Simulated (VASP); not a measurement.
# Si16Ge (a cell with a defect) in VASP: further runs

Si16Ge (a cell with a defect) is run at these levels: PBE; tasks: single point.

All numbers are computed with VASP 6.6.1; they aren't measurements. Logs are shortened: lines on timing, memory, paths and dates and some standing lists are left out, and cuts for length are marked.

## (1) The cell of the first run

The cell holds a defect, 17 atoms: a = 7.679 Å, b = 7.679 Å, c = 7.679 Å, α = 60.00°, β = 60.00°, γ = 60.00°.

## (2) Single point, PBE

Input file INCAR:

```
ALGO     = Normal         # electronic algorithm
EDIFF    = 1E-7           # SCF threshold, eV
ENCUT    = 520            # plane-wave cutoff, eV
GGA      = PE             # functional
ISIF     = 2              # what is computed and relaxed
ISMEAR   = -1             # smearing method
LASPH    = True           # aspherical terms in the spheres
LCHARG   = True           # write CHGCAR
LELF     = True           # ELF
LREAL    = Auto         
LVHAR    = True         
LWAVE    = False          # write WAVECAR
NBANDS   = 53             # bands
NELM     = 80             # most SCF steps
PREC     = Accurate       # precision mode
SIGMA    = 0.02           # smearing width, eV
```

Input file KPOINTS:

```
k-points
0
Gamma
  2 2 2
```

Input file POSCAR:

```
Si16Ge
1.0
    0.0000000000      5.4300000000      5.4300000000
    5.4300000000      0.0000000000      5.4300000000
    5.4300000000      5.4300000000      0.0000000000
Si Ge
16 1
Direct
   -0.0219521179      0.0146408840      0.0044751381
    0.0892081031      0.1376058932      0.1153222836
   -0.0909300184      0.0478913444      0.5139318600
    0.0907826888      0.1059208103      0.6519797422
    0.0549263352      0.5535267035     -0.0494014733
    0.2233333333      0.6389318600      0.1232228361
    0.0043738490      0.4995488029      0.5448710866
    0.1420257827      0.7013996317      0.5810313076
    0.4993278085     -0.0718139963      0.0268232044
    0.6082136280      0.0978268877      0.1517863720
    0.4616390424     -0.0882504604      0.5869060773
    0.5063443831      0.1522375691      0.6605064457
    0.5725230203      0.4717127072     -0.0748250460
    0.7123112339      0.5820165746      0.0632504604
    0.5243186004      0.4992357274      0.4506169429
    0.6750920810      0.5867495396      0.5668600368
    0.2300092081      0.2777071823      0.2821270718
```

Potentials or basis: VASP PAW PBE potentials, release 64 (Si, Ge_d).

Run with:

```bash
cat potpaw_PBE.64/Si/POTCAR potpaw_PBE.64/Ge_d/POTCAR > POTCAR
mpirun -np 1 vasp_std > vasp.out
```

OUTCAR:

```text
EDIFF = 1E-7
   ENCUT = 520
   GGA = PE
   ISIF = 2
   ISMEAR = -1
   LASPH = True
   LREAL = Auto
   NELM = 80
   PREC = Accurate

 ion  position               nearest neighbor table
   1  0.978  0.015  0.004-   2 2.16   4 2.22  10 2.33   6 2.52
   2  0.089  0.138  0.115-   1 2.16   3 2.52   9 2.62   5 2.71  17 2.81
   3  0.909  0.048  0.514-   8 2.31   4 2.42   2 2.52  12 2.53  17 3.03
   4  0.091  0.106  0.652-   1 2.22  17 2.36  11 2.38   3 2.42   7 2.51
   5  0.055  0.554  0.951-  14 2.25   8 2.33   6 2.70   2 2.71  17 2.82
   6  0.223  0.639  0.123-  13 2.36  17 2.39   1 2.52   5 2.70   7 2.71
   7  0.004  0.500  0.545-  16 2.21   8 2.44   4 2.51  17 2.64   6 2.71
   8  0.142  0.701  0.581-   3 2.31   5 2.33   7 2.44  15 2.47
   9  0.499  0.928  0.027-  14 2.28  12 2.44  10 2.54   2 2.62
  10  0.608  0.098  0.152-   1 2.33  17 2.41  13 2.46   9 2.54  11 2.75
  11  0.462  0.912  0.587-  16 2.23   4 2.38  12 2.39  10 2.75  17 3.02  13 3.07
  12  0.506  0.152  0.661-  15 2.36  11 2.39   9 2.44   3 2.53
  13  0.573  0.472  0.925-  16 2.25   6 2.36  14 2.44  10 2.46  11 3.07
  14  0.712  0.582  0.063-   5 2.25   9 2.28  13 2.44  15 2.46
  15  0.524  0.499  0.451-  16 2.24  12 2.36  14 2.46   8 2.47
  16  0.675  0.587  0.567-   7 2.21  11 2.23  15 2.24  13 2.25
  17  0.230  0.278  0.282-   4 2.36   6 2.39  10 2.41   7 2.64   2 2.81   5 2.82  11 3.02   3 3.03

  LATTYP: Found a face centered cubic cell.
 ALAT       =    10.8600000000

  Lattice vectors:

 A1 = (   0.0000000000,   5.4300000000,   5.4300000000)
 A2 = (   5.4300000000,   0.0000000000,   5.4300000000)
 A3 = (   5.4300000000,   5.4300000000,   0.0000000000)

Analysis of symmetry for initial positions (statically):
=====================================================================
 Subroutine PRICEL returns:
 Original cell was already a primitive cell.

 Routine SETGRP: Setting up the symmetry group for a
 face centered cubic supercell.

 Subroutine GETGRP returns: Found  1 space group operations
 (whereof  1 operations were pure point group operations)
 out of a pool of 48 trial point group operations.

The static configuration has the point symmetry C_1 .

Analysis of symmetry for dynamics (positions and initial velocities):
=====================================================================
 Subroutine PRICEL returns:
 Original cell was already a primitive cell.

 Routine SETGRP: Setting up the symmetry group for a
 face centered cubic supercell.

 Subroutine GETGRP returns: Found  1 space group operations
 (whereof  1 operations were pure point group operations)
 out of a pool of 48 trial point group operations.

The dynamic configuration has the point symmetry C_1 .

 Subroutine INISYM returns: Found  1 space group operations
 (whereof  1 operations are pure point group operations),
 and found     1 'primitive' translations

----------------------------------------------------------------------------------------

                                     Primitive cell

  volume of cell :     320.2060

  direct lattice vectors                    reciprocal lattice vectors
     0.000000000  5.430000000  5.430000000    -0.092081031  0.092081031  0.092081031
     5.430000000  0.000000000  5.430000000     0.092081031 -0.092081031  0.092081031
     5.430000000  5.430000000  0.000000000     0.092081031  0.092081031 -0.092081031

  length of vectors
     7.679179644  7.679179644  7.679179644     0.159489025  0.159489025  0.159489025

  position of ions in fractional coordinates (direct lattice)
     0.978047882  0.014640884  0.004475138
     0.089208103  0.137605893  0.115322284
     0.909069982  0.047891344  0.513931860
     0.090782689  0.105920810  0.651979742
     0.054926335  0.553526703  0.950598527
     0.223333333  0.638931860  0.123222836
[... 9 lines left out ...]
     0.675092081  0.586749540  0.566860037
     0.230009208  0.277707182  0.282127072

  ion indices of the primitive-cell ions
   primitive index   ion index
                 1           1
                 2           2
                 3           3
                 4           4
                 5           5
                 6           6
[... 9 lines left out ...]
                16          16
                17          17

----------------------------------------------------------------------------------------

 KPOINTS: k-points

Automatic generation of k-mesh.
 Grid dimensions read from file:
 generate k-points for:    2    2    2

 Generating k-lattice:

  Cartesian coordinates                     Fractional coordinates (reciprocal lattice)
    -0.046040516  0.046040516  0.046040516     0.500000000  0.000000000  0.000000000
     0.046040516 -0.046040516  0.046040516     0.000000000  0.500000000  0.000000000
     0.046040516  0.046040516 -0.046040516     0.000000000  0.000000000  0.500000000

  Length of vectors
     0.079744512  0.079744512  0.079744512

  Shift w.r.t. Gamma in fractional coordinates (k-lattice)
     0.000000000  0.000000000  0.000000000

 Subroutine IBZKPT returns following result:
 ===========================================

 Found      8 irreducible k-points:

 Following reciprocal coordinates:
            Coordinates               Weight
  0.000000  0.000000  0.000000      1.000000
  0.500000  0.000000  0.000000      1.000000
  0.000000  0.500000  0.000000      1.000000
  0.000000  0.000000  0.500000      1.000000
  0.500000  0.500000  0.500000      1.000000
  0.500000  0.500000  0.000000      1.000000
  0.000000  0.500000  0.500000      1.000000
  0.500000  0.000000  0.500000      1.000000
   k-points           NKPTS =      8   k-points in BZ     NKDIM =      8   number of bands    NBANDS=     53
   number of dos      NEDOS =    301   number of ions     NIONS =     17
   total plane-waves  NPLWV = 216000
   dimension x,y,z NGX =    60 NGY =   60 NGZ =   60
   dimension x,y,z NGXF=   120 NGYF=  120 NGZF=  120
   ions per type =              16   1
   NGX,Y,Z   is equivalent  to a cutoff of  12.99, 12.99, 12.99 a.u.
   NGXF,Y,Z  is equivalent  to a cutoff of  25.98, 25.98, 25.98 a.u.
 SYSTEM =  unknown system
   PREC   = accura    normal or accurate (medium, high low for compatibility)
   ISTART =      0    job   : 0-new  1-cont  2-samecut
   ICHARG =      2    charge: 1-file 2-atom 10-const
   ISPIN  =      1    spin polarized calculation?
   LNONCOLLINEAR =      F non collinear calculations
   LSORBIT =      F    spin-orbit coupling
   LASPH  =      T    aspherical Exc in radial PAW
   ENCUT  =  520.0 eV  38.22 Ry    6.18 a.u.  14.28 14.28 14.28*2*pi/ulx,y,z
   NELM   =     80;   NELMIN=  2; NELMDL= -5     # of ELM steps
   EDIFF  = 0.1E-06   stopping-criterion for ELM
   LREAL  =      T    real-space projection
   EDIFFG = 0.1E-05   stopping-criterion for IOM
   NSW    =      0    number of steps for IOM
   IBRION =     -1    ionic relax: 0-MD 1-quasi-New 2-CG
   NFREE  =      0    steps in history (QN), initial steepest desc. (CG)
   ISIF   =      2    stress and relaxation
   ISYM   =      2    0-nonsym 1-usesym 2-fastsym
   POTIM  = 0.5000    time-step for ionic-motion
   TEBEG  =    0.0;   TEEND  =   0.0 temperature during run
   PSTRESS=    0.0 pullay stress
   NELECT =      78.0000    total number of electrons
   NUPDOWN=      -1.0000    fix difference up-down
   EMIN   =  10.00;   EMAX   =-10.00  energy-range for DOS
   EFERMI =   0.00;   METHOD = LEGACY
   ISMEAR =    -1;   SIGMA  =   0.02  broadening in eV -4-tet -1-fermi 0-gaus
   EFERMI_NEDOS =   21; number of points for ismear=-14 and -15
   IALGO  =     38    algorithm
   IMIX   =      4    mixing-type and parameters
     AMIX     =   0.40;   BMIX     =  1.00
     AMIX_MAG =   1.60;   BMIX_MAG =  1.00
  volume/ion in A,a.u.               =      18.84       127.11
  Fermi-wavevector in a.u.,A,eV,Ry     =   1.022421  1.932096 14.222785  1.045345
  Thomas-Fermi vector in A             =   2.156100
   LORBIT       =      0    0 simple, 1 ext, 2 COOP (PROOUT), +10 PAW based schemes
   GGA     = PE    functional components
   LHFCALC =     F    Hartree Fock is set to
   AEXX    =    0.0000 exact exchange contribution
   IVDW    =     0    specifies the selected vdW correction
   LEPSILON=     F    determine dielectric tensor
   LRPA    =     F    only Hartree local field effects (RPA)
 non-spin polarized calculation
  energy-cutoff  :      520.00
  volume of cell :      320.21
 maximum number of plane-waves:      8646
 NGX is ok and might be reduce to    60
   NGX = 29   NGY = 29   NGZ = 29

 number of electron      78.0000000 magnetization

 Free energy of the ion-electron system (eV)
  ---------------------------------------------------
  ext. energy  EPLUGINS =         0.00000000
  ---------------------------------------------------
  free energy    TOTEN  =       -83.09518507 eV

  energy without entropy =      -83.08597669  energy(sigma->0) =      -83.09058088

 E-fermi :   6.7326     XC(G=0):  -9.8673

 val. band max:        6.7290038239   @ k =   0.5000   0.0000   0.5000
 cond. band min:       6.8435203686   @ k =   0.5000   0.0000   0.0000
 fundamental gap:      0.1145165447
 Fermi energy:         6.7325791279

 k-point     1 :       0.0000    0.0000    0.0000
  band No.  band energies     occupation
      1     -18.0952      2.00000
      2     -18.0886      2.00000
      3     -18.0742      2.00000
      4     -18.0702      2.00000
      5     -18.0533      2.00000
      6      -6.1722      2.00000
[... 43 lines left out ...]
     50       8.5363      0.00000
     51       8.8157      0.00000

 k-point     2 :       0.5000    0.0000    0.0000
  band No.  band energies     occupation
      1     -18.0952      2.00000
      2     -18.0886      2.00000
      3     -18.0742      2.00000
      4     -18.0702      2.00000
      5     -18.0533      2.00000
      6      -5.6214      2.00000
[... 43 lines left out ...]
     50       9.7070      0.00000
     51      10.0322      0.00000

 k-point     3 :       0.0000    0.5000    0.0000
  band No.  band energies     occupation
      1     -18.0952      2.00000
      2     -18.0886      2.00000
      3     -18.0742      2.00000
      4     -18.0702      2.00000
      5     -18.0533      2.00000
      6      -5.6215      2.00000
[... 43 lines left out ...]
     50       9.6113      0.00000
     51       9.7964      0.00000

 k-point     4 :       0.0000    0.0000    0.5000
  band No.  band energies     occupation
      1     -18.0952      2.00000
      2     -18.0886      2.00000
      3     -18.0742      2.00000
      4     -18.0702      2.00000
      5     -18.0533      2.00000
      6      -5.5765      2.00000
[... 43 lines left out ...]
     50       9.6263      0.00000
     51       9.8017      0.00000

 k-point     5 :       0.5000    0.5000    0.5000
  band No.  band energies     occupation
      1     -18.0952      2.00000
      2     -18.0886      2.00000
      3     -18.0742      2.00000
      4     -18.0702      2.00000
      5     -18.0533      2.00000
      6      -5.7352      2.00000
[... 43 lines left out ...]
     50       9.6410      0.00000
     51       9.7987      0.00000

 k-point     6 :       0.5000    0.5000    0.0000
  band No.  band energies     occupation
      1     -18.0952      2.00000
      2     -18.0886      2.00000
      3     -18.0742      2.00000
      4     -18.0702      2.00000
      5     -18.0533      2.00000
      6      -5.4466      2.00000
[... 43 lines left out ...]
     50       9.9297      0.00000
     51      10.2851      0.00000

 k-point     7 :       0.0000    0.5000    0.5000
  band No.  band energies     occupation
      1     -18.0952      2.00000
      2     -18.0886      2.00000
      3     -18.0742      2.00000
      4     -18.0702      2.00000
      5     -18.0533      2.00000
      6      -5.4477      2.00000
[... 43 lines left out ...]
     50       9.9175      0.00000
     51      10.2322      0.00000

 k-point     8 :       0.5000    0.0000    0.5000
  band No.  band energies     occupation
      1     -18.0952      2.00000
      2     -18.0886      2.00000
      3     -18.0742      2.00000
      4     -18.0702      2.00000
      5     -18.0533      2.00000
      6      -5.4788      2.00000
[... 43 lines left out ...]
     50      10.1990      0.00000
     51      10.2783      0.00000
 [bands above 51 left out]

------------------------ aborting loop because EDIFF is reached ----------------------------------------

  FORCE on cell =-STRESS in cart. coord.  units (eV):
  Direction    XX          YY          ZZ          XY          YZ          ZX
  --------------------------------------------------------------------------------------
  -------------------------------------------------------------------------------------
  Total        9.3305873      6.7449824      4.7357083     -0.3752421      0.3118457     -0.7768631
  in kB       46.6863669     33.7490785     23.6955089     -1.8775550      1.5603460     -3.8870989
  external PRESSURE =      34.7103181 kB  Pullay stress =       0.0000000 kB

 VOLUME and BASIS-vectors are now :
 -----------------------------------------------------------------------------
  energy-cutoff  :      520.00
  volume of cell :      320.21
      direct lattice vectors                 reciprocal lattice vectors
     0.000000000  5.430000000  5.430000000    -0.092081031  0.092081031  0.092081031
     5.430000000  0.000000000  5.430000000     0.092081031 -0.092081031  0.092081031
     5.430000000  5.430000000  0.000000000     0.092081031  0.092081031 -0.092081031

 POSITION                                       TOTAL-FORCE (eV/Angst)
 -----------------------------------------------------------------------------------
      0.10380      5.33510      5.39030        -0.548018      0.194714     -2.106452
      1.37340      1.11060      1.23160         1.712140      2.102222      2.261093
      3.05070      7.72690      5.19630        -0.174505     -0.608897      0.321942
      4.11540      4.03320      1.06810        -0.172688     -0.738644     -0.184236
      8.16740      5.46000      3.30390        -0.448728      1.491883      0.012352
      4.13850      1.88180      4.68210         0.722741     -1.687537     -0.058339
[... 9 lines left out ...]
      6.26410      6.74380      6.85180        -0.177440     -0.010474      0.097755
      3.03990      2.78090      2.75690        -0.731486     -0.793445     -0.014824
 -----------------------------------------------------------------------------------
    total drift:                               -0.000185     -0.000107     -0.006143

  FREE ENERGIE OF THE ION-ELECTRON SYSTEM (eV)
  ---------------------------------------------------
  free  energy   TOTEN  =       -83.0951850681 eV

  energy  without entropy=      -83.0859766863  energy(sigma->0) =      -83.09058088
```

Run time: 2.3 min. Hardware: 1 thread of Intel Xeon 6975P-C (Granite Rapids), shared host; peak memory 0.49 GiB.

What came out:

* Free energy: -83.0952 eV
* Pressure: 3.5 GPa
* Largest force: 3.530 eV/Å
* Band gap on the k mesh: zero (band 39 reaches 7.05 eV, above the bottom of band 40 at 6.70 eV)

Forces on the atoms (eV/Å):
```
Si  -0.548  0.195 -2.106
Si   1.712  2.102  2.261
Si  -0.175 -0.609  0.322
Si  -0.173 -0.739 -0.184
Si  -0.449  1.492  0.012
Si   0.723 -1.688 -0.058
Si  -0.456  1.203  1.129
Si  -0.942  0.210 -0.571
Si   1.948 -1.479  0.817
Si  -0.859 -0.062 -0.584
Si   0.945 -1.283  1.341
Si  -0.890  1.709 -0.154
Si   0.527  1.746 -0.348
Si   0.138 -0.404 -1.441
Si  -0.595 -1.589 -0.520
Si  -0.177 -0.010  0.098
Ge  -0.731 -0.793 -0.015
```

Stress tensor (GPa, compression positive):
```
 4.67 -0.19 -0.39
-0.19  3.37  0.16
-0.39  0.16  2.37
```

Caveat: the k points lie up to 0.50 Å⁻¹ apart.

## (3) Single point, PBE

Input file INCAR:

```
  PREC = Accurate
  ENCUT = 520
  EDIFF = 1E-7
  ISMEAR = -1
  SIGMA = 0.02
  LREAL = Auto
  LASPH = True
  NELM = 60
  ALGO = Normal
  ISIF = 2
  LWAVE = False
  LCHARG = False
  GGA = PE
  NBANDS = 53
```

Input file KPOINTS:

```
Automatic mesh
0
Gamma
  2 2 2
```

Input file POSCAR:

```
Si16Ge
1.0
    0.0000000000      5.4300000000      5.4300000000
    5.4300000000      0.0000000000      5.4300000000
    5.4300000000      5.4300000000      0.0000000000
Si Ge
16 1
Direct
   -0.0393278085     -0.0036187845      0.0820902394
    0.0723204420      0.2070534070      0.1005156538
   -0.0497145488      0.0237661142      0.4735451197
    0.0330018416      0.1078268877      0.7084530387
    0.0333701657      0.5896869245     -0.0472375691
    0.3095027624      0.6562983425      0.0724861878
   -0.0150460405      0.4843278085      0.5752117864
    0.1785727440      0.6907090239      0.5785727440
    0.4454051565     -0.0353867403     -0.0093093923
    0.6318692449      0.0258655617      0.1628268877
    0.4102946593     -0.0594475138      0.5587292818
    0.5835727440      0.0857826888      0.6209208103
    0.6511510129      0.3671362799     -0.0401565378
    0.6851933702      0.6125414365      0.0641068140
    0.5290976059      0.4671823204      0.4478453039
    0.6265653775      0.5804143646      0.6388305709
    0.2167403315      0.3276058932      0.2550276243
```

Potentials or basis: VASP PAW PBE potentials, release 64 (Si, Ge_d).

Run with:

```bash
cat potpaw_PBE.64/Si/POTCAR potpaw_PBE.64/Ge_d/POTCAR > POTCAR
mpirun -np 1 vasp_std > vasp.out
```

It took 2.1 min on 1 thread of Intel Xeon 6975P-C (Granite Rapids), shared host; peak memory 0.49 GiB.

It converged, with:

```yaml
Free_energy: -83.5437 eV
Pressure: 0.9 GPa
Largest_force: 3.034 eV/Å
Band_gap_on_the_k_mesh: zero (band 39 reaches 6.76 eV, above the bottom of band 40 at 6.45 eV)
```

Forces on the atoms (eV/Å):
```
Si  -1.865  1.053  0.073
Si   0.000  0.705  0.709
Si   0.936  0.223  0.454
Si  -0.414 -0.586  0.137
Si   0.097  0.836  0.215
Si   0.647 -0.967 -0.056
Si  -0.215  0.328  0.719
Si  -1.161 -0.098 -1.264
Si   0.851  0.383  0.501
Si   0.278 -1.592 -2.567
Si  -0.016  0.320  0.929
Si  -0.018 -0.818  0.115
Si   1.172  1.024  0.376
Si  -0.051  0.234 -1.334
Si   0.366  0.490  0.330
Si  -1.087 -1.728  0.108
Ge   0.480  0.192  0.553
```

Stress tensor (GPa, compression positive):
```
 0.38 -1.71 -1.67
-1.71  2.41  0.03
-1.67  0.03 -0.12
```

Levels at points of the mesh, in eV from the Fermi level:
| k point | band 36 | band 37 | band 38 | band 39 | band 40 | band 41 | band 42 | band 43 |
| --- | --- | --- | --- | --- | --- | --- | --- | --- |
| (0.00, 0.00, 0.00) | -0.71 | -0.52 | -0.41 | -0.30 | -0.25 | 0.26 | 0.30 | 0.49 |
| (0.50, 0.00, 0.00) | -1.24 | -0.49 | -0.29 | -0.09 | 0.11 | 0.23 | 0.69 | 1.16 |
| (0.00, 0.50, 0.00) | -1.06 | -0.98 | -0.70 | -0.51 | 0.06 | 0.34 | 0.96 | 1.11 |
| (0.00, 0.00, 0.50) | -1.30 | -1.05 | -0.85 | -0.04 | 0.28 | 0.59 | 0.76 | 0.88 |
| (0.50, 0.50, 0.50) | -1.35 | -1.28 | -0.75 | -0.58 | 0.08 | 0.40 | 0.43 | 1.02 |
| (0.50, 0.50, 0.00) | -1.18 | -1.04 | -0.89 | -0.49 | 0.42 | 0.78 | 0.86 | 1.27 |
| (0.00, 0.50, 0.50) | -1.14 | -1.01 | -0.75 | 0.06 | 0.65 | 0.74 | 1.03 | 1.07 |
| (0.50, 0.00, 0.50) | -1.29 | -1.14 | -0.40 | -0.35 | 0.34 | 0.61 | 0.98 | 1.12 |

Caveat: the k points lie up to 0.50 Å⁻¹ apart.

(Part 1 of 3 ends here.)
